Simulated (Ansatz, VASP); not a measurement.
# Two plane-wave programs on Al3Ni2

```
Al Ni
1.0
     3.90306    0.00000    0.00000
    -1.95153    3.38015    0.00000
     0.00000    0.00000    4.98095
Al Ni
3 2
Direct
  0.00000 0.00000 0.00000
  0.33333 0.66667 0.64778
  0.66667 0.33333 0.35222
  0.33333 0.66667 0.14557
  0.66667 0.33333 0.85443
```

Change from the starting cell: strain -0.025 along x and y, +0.025 along z, atoms carried along.

Alike in both runs: task single point; functional PBEsol; k mesh 12 × 12 × 10; occupations gaussian, width 0.15 eV; no spin polarisation.

|  | VASP | Ansatz |
| --- | --- | --- |
| version | VASP 6.6.1 | Ansatz 0.2.0 |
| potentials or method | VASP PAW PBE potentials, release 64 (Al, Ni), cutoff 520 eV | scalar-relativistic, plane waves, PAW |
| valence electrons in the cell | 29 | 45 |

Ansatz gave:

- gap on the k mesh at the Fermi level (eV): none
- pressure (GPa): 4.0
- traceless stress, the component that is largest in VASP (GPa): -7.11
- rms of the force components (eV/Å): 0.048

Question: Which values does VASP return?

Answer: gap on the k mesh at the Fermi level (eV): none; pressure (GPa): 3.7; traceless stress, the component that is largest in VASP (GPa): -7.04; rms of the force components (eV/Å): 0.052.

VASP's potentials were made for PBE, not for PBEsol. Atom by atom the forces differ by 0.005 eV/Å (rms over components). A gap of «none» marks a metal or a gap that the smearing closes. VASP's potentials hold 29 valence electrons a cell and Ansatz's 45, so a difference there can come from the potentials and not from the codes.
